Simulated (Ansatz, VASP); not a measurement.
Mo in VASP and in Ansatz

```
CELL_PARAMETERS angstrom
-1.56497 1.56497 1.56497
1.56497 -1.56497 1.56497
1.56497 1.56497 -1.56497
ATOMIC_POSITIONS crystal
Mo 0.00000 0.00000 0.00000
```

Alike in both runs: functional PBEsol; k mesh 20 × 20 × 20; occupations fermi-dirac, width 0.1 eV; no spin polarisation.

Ansatz relaxed the structure, and its values are those at the end. VASP's run is a single point on that final structure, the one shown.

|  | VASP | Ansatz |
| --- | --- | --- |
| version | VASP 6.6.1 | Ansatz 0.2.0 |
| potentials or method | VASP PAW PBE potentials, release 64 (Mo_sv) | PAW with Ansatz's default frozen-core files, scalar-relativistic |
| plane-wave cutoff (eV) | 520 | 420 |
| valence electrons in the cell | 14 | 14 |

|  | VASP | Ansatz | Ansatz less VASP |
| --- | --- | --- | --- |
| pressure (GPa) | 0.6 | 0.0 | -0.55 |

VASP's potentials were made for PBE, not for PBEsol. With one functional, cell and mesh, what is left measures potentials, basis and numerics.
